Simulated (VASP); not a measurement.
# GaN (F-43m) in VASP: further runs, part 2 of 2

VASP 6.6.1. The steps go on from the part before.

### 4 Relaxation of cell and atoms, r2SCAN, target pressure 2 GPa, at which the enthalpy is minimised

Contents of POSCAR:

```
GaN
1.0
    0.0000000000      2.2489448523      2.2489448523
    2.2489448523      0.0000000000      2.2489448523
    2.2489448523      2.2489448523      0.0000000000
Ga N
1 1
Direct
    0.0000000000      0.0000000000      0.0000000000
    0.2500000000      0.2500000000      0.2500000000
```

Contents of INCAR.step1:

```
ALGO = Normal
EDIFF = 1E-4
ENCUT = 600
GGA = PE
ISMEAR = 0
LASPH = T
LCHARG = F
LREAL = F
LWAVE = T
NELM = 100
PREC = Accurate
SIGMA = 0.01
```

Contents of INCAR.step2:

```
ALGO = Normal
EDIFF = 1E-7
EDIFFG = -0.002
ENCUT = 600
IBRION = 2
ISIF = 3
ISMEAR = 0
ISTART = 1
LASPH = T
LCHARG = F
LMIXTAU = T
LREAL = F
LWAVE = F
METAGGA = R2SCAN
NELM = 100
NSW = 100
PREC = Accurate
PSTRESS = 20.0
SIGMA = 0.01
```

Contents of KPOINTS:

```
k-points
0
Gamma
  10 10 10
```

Potentials or basis: VASP PAW PBE potentials, release 64 (Ga_d, N).

Command:

```bash
$ cat potpaw_PBE.64/Ga_d/POTCAR potpaw_PBE.64/N/POTCAR > POTCAR
$ cp INCAR.step1 INCAR
$ mpirun -np 1 vasp_std > vasp.out
$ cp INCAR.step2 INCAR
$ mpirun -np 1 vasp_std > vasp.out
```

OUTCAR:

```text
EDIFF = 1E-7
   EDIFFG = -0.002
   ENCUT = 600
   IBRION = 2
   ISIF = 3
   ISMEAR = 0
   ISTART = 1
   LASPH = T
   LREAL = F
   METAGGA = R2SCAN
   NELM = 100
   NSW = 100
   PREC = Accurate
   PSTRESS = 20.0

 ion  position               nearest neighbor table
   1  0.000  0.000  0.000-   2 1.95   2 1.95   2 1.95   2 1.95
   2  0.250  0.250  0.250-   1 1.95   1 1.95   1 1.95   1 1.95

  LATTYP: Found a face centered cubic cell.
 ALAT       =     4.4978897046

  Lattice vectors:

 A1 = (   0.0000000000,   2.2489448523,   2.2489448523)
 A2 = (   2.2489448523,   0.0000000000,   2.2489448523)
 A3 = (   2.2489448523,   2.2489448523,   0.0000000000)

Analysis of symmetry for initial positions (statically):
=====================================================================
 Subroutine PRICEL returns:
[... 307 lines left out ...]
      2      -8.7127      2.00000
      3      -8.7127      2.00000
      4      -8.7127      2.00000
      5      -8.3508      2.00000
      6      -8.3508      2.00000
      7       5.1270      2.00000
      8       5.1270      2.00000
      9       5.1270      2.00000
     10       7.3141      0.00000
     11      16.1980      0.00000
     12      16.1980      0.00000
     13      16.1980      0.00000
[... 354 lines left out ...]
  band No.  band energies     occupation
      1     -10.6152      2.00000
      2      -8.5565      2.00000
      3      -8.4703      2.00000
      4      -8.4671      2.00000
      5      -8.2873      2.00000
      6      -7.5358      2.00000
      7      -0.0198      2.00000
      8       2.5634      2.00000
      9       2.8859      2.00000
     10      10.0649      0.00000
     11      12.9656      0.00000
     12      16.7254      0.00000
     13      18.9530      0.00000

 [... further k-points ...]

------------------------ aborting loop because EDIFF is reached ----------------------------------------

  FORCE on cell =-STRESS in cart. coord.  units (eV):
  Direction    XX          YY          ZZ          XY          YZ          ZX
  --------------------------------------------------------------------------------------
  -------------------------------------------------------------------------------------
  Total        0.2816863      0.2816863      0.2816863      0.0000000     -0.0000000      0.0000000
  in kB       19.9197655     19.9197655     19.9197655      0.0000000     -0.0000000      0.0000000
  external PRESSURE =      -0.0802345 kB  Pullay stress =      20.0000000 kB
[... 21 lines left out ...]
  energy  without entropy=      -21.8966939571  energy(sigma->0) =      -21.89669396

  enthalpy is  TOTEN    =       -21.6138730826 eV   P V=        0.2828208745

 reached required accuracy - stopping structural energy minimisation
```

OUTCAR.step1:

```text
EDIFF = 1E-4
   ENCUT = 600
   GGA = PE
   ISMEAR = 0
   LASPH = T
[... 605 lines left out ...]
 -----------------------------------------------------------------------------------
      0.00000      0.00000      0.00000         0.000000      0.000000      0.000000
      1.12447      1.12447      1.12447        -0.000000     -0.000000     -0.000000
 -----------------------------------------------------------------------------------
    total drift:                                0.000001      0.000001      0.000001

  FREE ENERGIE OF THE ION-ELECTRON SYSTEM (eV)
  ---------------------------------------------------
  free  energy   TOTEN  =       -12.1396746157 eV

  energy  without entropy=      -12.1396746157  energy(sigma->0) =      -12.13967462
```

OSZICAR.step1:

```text
N       E                     dE             d eps       ncg     rms          rms(c)
DAV:   1     0.890364911154E+02    0.89036E+02   -0.10553E+04  1310   0.265E+03
DAV:   2    -0.664146185597E+01   -0.95678E+02   -0.88873E+02  1372   0.374E+02
DAV:   3    -0.140274604471E+02   -0.73860E+01   -0.73376E+01  1392   0.943E+01
DAV:   4    -0.141484847288E+02   -0.12102E+00   -0.12096E+00  1440   0.130E+01
DAV:   5    -0.141503450529E+02   -0.18603E-02   -0.18603E-02  1362   0.146E+00    0.773E+00
DAV:   6    -0.121331713555E+02    0.20172E+01   -0.59816E+00  1883   0.497E+01    0.264E+00
DAV:   7    -0.121468365773E+02   -0.13665E-01   -0.37356E-01  1232   0.825E+00    0.176E+00
DAV:   8    -0.121443266080E+02    0.25100E-02   -0.68176E-02  1383   0.462E+00    0.757E-01
DAV:   9    -0.121394537742E+02    0.48728E-02   -0.21832E-02  1853   0.392E+00    0.183E-01
DAV:  10    -0.121397406655E+02   -0.28689E-03   -0.18280E-03  1415   0.722E-01    0.631E-02
DAV:  11    -0.121396746157E+02    0.66050E-04   -0.26910E-04  1092   0.313E-01
   1 F= -.12139675E+02 E0= -.12139675E+02  d E =-.118936E-82
```

It took 8.8 min on 1 thread of Intel Xeon 8259CL, shared host; peak memory 0.18 GiB.

What came out:

```yaml
Free_energy: -21.8967 eV
Relaxed_volume: 11.33 Å³/atom
Relaxed_cell: a = 3.176 Å, b = 3.176 Å, c = 3.176 Å, α = 60.00°, β = 60.00°, γ = 60.00°
Space_group_after_relaxing_to_0.1_Å: F-43m (No. 216)
Energy_change_on_relaxing_the_run_minimises_the_enthalpy: +0.4 meV/atom
Ionic_steps: 4
Pressure_after_relaxing: 2.0 GPa
Band_gap_on_the_k_mesh: 2.19 eV
```

Step by step:
```csv
step,energy change (eV),largest force (eV/Å),pressure (GPa),volume (Å³)
1,0.0000,0.0000,1.17,22.75
2,0.0024,0.0000,2.91,22.56
3,0.0010,0.0000,2.05,22.65
4,0.0009,0.0000,1.99,22.66
```

Final structure:
```yaml
crystal:
  lattice:
    - [0.00000, 2.24588, 2.24588]
    - [2.24588, 0.00000, 2.24588]
    - [2.24588, 2.24588, 0.00000]
  atoms:
    - { symbol: Ga, position: [0.00000, 0.00000, 0.00000] }
    - { symbol: N, position: [0.25000, 0.25000, 0.25000] }
```

Levels at points of the mesh, in eV from the valence-band top:
| k point | band 7 | band 8 | band 9 | band 10 | band 11 | band 12 |
| --- | --- | --- | --- | --- | --- | --- |
| (0.00, 0.00, 0.00) | 0.00 | 0.00 | 0.00 | 2.19 | 11.07 | 11.07 |
| (0.50, 0.00, 0.00) | -7.22 | -1.01 | -1.01 | 5.24 | 9.50 | 11.05 |
| (0.50, 0.50, 0.00) | -6.26 | -2.82 | -2.82 | 3.77 | 7.30 | 12.66 |

Caveat: the cell is relaxed towards a set pressure, so the run minimises the enthalpy, not the energy; the PAW data sets were made with another functional, which shifts forces and pressure a little.

### 5 Overview

```csv
task,cell,k mesh,cutoff (eV),smearing,gap on the mesh (eV),pressure (GPa)
single point,"a = 3.180 Å, angles 60.0°, 2 atoms",18 × 18 × 18,520,fermi-dirac 0.1 eV,2.16,1.1
relaxation of cell and atoms,"relaxed to 1 GPa from a = 3.180 Å, angles 60.0°, 2 atoms",10 × 10 × 10,600,gaussian 0.01 eV,2.15,1.0
relaxation of cell and atoms,"relaxed to 2 GPa from a = 3.180 Å, angles 60.0°, 2 atoms",10 × 10 × 10,600,gaussian 0.01 eV,2.19,2.0
```

Alike in all rows: level r2SCAN; potentials or basis VASP PAW PBE potentials, release 64 (Ga_d, N); no spin polarisation.

Caveats: the PAW data sets were made with another functional, which shifts forces and pressure a little; the cell is relaxed towards a set pressure, so the run minimises the enthalpy, not the energy (at least some runs).

Total energies depend on the potentials used, so only differences within one code and one set of settings carry meaning.
